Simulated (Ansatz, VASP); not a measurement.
**PtSe2: VASP beside Ansatz**

```
Se Pt
1.0
     3.70704    0.00000    0.00000
    -1.85352    3.21039    0.00000
     0.00000    0.00000   22.79816
Se Pt
4 2
Direct
  0.66667 0.33333 0.19738
  0.33333 0.66667 0.31358
  0.50000 0.00000 0.45877
  0.16667 0.33333 0.57497
  0.00000 0.00000 0.25548
  0.83333 0.66667 0.51687
```

Alike in both runs: task single point; functional PBE; dispersion D3(BJ); k mesh 9 × 9 × 1; occupations gaussian, width 0.05 eV; no spin polarisation.

|  | VASP | Ansatz |
| --- | --- | --- |
| version | VASP 6.6.1 | Ansatz 0.2.0 |
| potentials or method | VASP PAW PBE potentials, release 64 (Se, Pt), cutoff 520 eV | scalar-relativistic, plane waves, PAW |
| valence electrons in the cell | 44 | 100 |

```csv
,VASP,Ansatz,Ansatz less VASP
gap on the k mesh at the Fermi level (eV),0.76,0.77,+0.008
least direct gap on the mesh (eV),0.99,0.99,+0.009
rms of the force components (eV/Å),0.044,0.044,+0.0002
```

VASP's potentials hold 44 valence electrons a cell and Ansatz's 100, so a difference there can come from the potentials and not from the codes.

Neither program's run includes spin-orbit coupling.
